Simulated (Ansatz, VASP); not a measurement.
One calculation of Be, two programs

INCAR

```
SYSTEM = Be
  ALGO = Normal
  EDIFF = 1E-6
  ENCUT = 600
  GGA = PS
  GGA_COMPAT = .FALSE.
  ISIF = 2
  ISMEAR = 0
  LASPH = .TRUE.
  LCHARG = .FALSE.
  LREAL = .FALSE.
  LWAVE = .FALSE.
  NBANDS = 7
  NELM = 120
  PREC = Accurate
  SIGMA = 0.1
```

KPOINTS

```
k-points
0
G
  18 18 18
  0 0 0
```

The input POSCAR:

```
Be
1.0
   -1.6735340108      1.6735340108      1.6666355222
    1.6735340108     -1.6735340108      1.6666355222
    1.6735340108      1.6735340108     -1.6666355222
Be
1
Direct
    0.5000000000      0.5000000000      0.0000000000
```

Input for Ansatz:

```yaml
crystal:
  lattice:
    - [-1.6735340108, 1.6735340108, 1.6666355222]
    - [1.6735340108, -1.6735340108, 1.6666355222]
    - [1.6735340108, 1.6735340108, -1.6666355222]
  atoms:
    - { symbol: Be, position: [0.5, 0.5, 0.0] }
basis:
  ecutwfc: 420
kpoints:
  mp_grid: { grid: [18, 18, 18] }
hamiltonian:
  xc: pbesol
scf:
  occupations: { method: gaussian, width: 0.1 }
output:
  forces: true
  stress: true
  eigenvalues: true
```

Alike in both runs: task single point; functional PBEsol; k mesh 18 × 18 × 18; occupations gaussian, width 0.1 eV; no spin polarisation.

|  | VASP | Ansatz |
| --- | --- | --- |
| version | VASP 6.6.1 | Ansatz 0.2.0 |
| potentials or method | VASP PAW PBE potentials, release 64 (Be), cutoff 600 eV | scalar-relativistic, plane waves, PAW |
| valence electrons in the cell | 2 | 2 |

```tsv
	VASP	Ansatz	Ansatz less VASP
gap on the k mesh at the Fermi level (eV)	none	none	-
pressure (GPa)	-22.8	-22.8	-0.02
traceless stress, the component that is largest in VASP (GPa)	-0.20	-0.20	+0.001
```

VASP's potentials were made for PBE, not for PBEsol. A gap of «none» marks a metal or a gap that the smearing closes.
